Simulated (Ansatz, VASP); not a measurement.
# Hf4F: VASP beside Ansatz

```
Hf F
1.0
     3.20482    0.00000    0.00000
    -1.60241    2.77545    0.00000
     0.00000    0.00000   24.52815
Hf F
4 1
Cartesian
  1.6024 0.9252 4.0000
  0.0000 1.8503 6.5338
  1.6024 0.9252 9.1563
  0.0000 1.8503 11.5281
  1.0683 1.2335 13.2381
```

Alike in both runs: task single point; functional PBE; k mesh 9 × 9 × 1; occupations gaussian, width 0.1 eV; no spin polarisation.

```csv
,VASP,Ansatz
version,VASP 6.6.1,Ansatz 0.2.0
potentials or method,"VASP PAW PBE potentials, release 64 (Hf_pv, F), cutoff 520 eV","scalar-relativistic, plane waves, PAW"
valence electrons in the cell,47,111
```

|  | VASP | Ansatz | Ansatz less VASP |
| --- | --- | --- | --- |
| gap on the k mesh at the Fermi level (eV) | none | none | - |
| rms of the force components (eV/Å) | 0.764 | 0.735 | -0.0293 |

Atom by atom the forces differ by 0.037 eV/Å (rms over components). A gap of «none» marks a metal or a gap that the smearing closes. VASP's potentials hold 47 valence electrons a cell and Ansatz's 111, so a difference there can come from the potentials and not from the codes.

Spin-orbit coupling is off throughout.
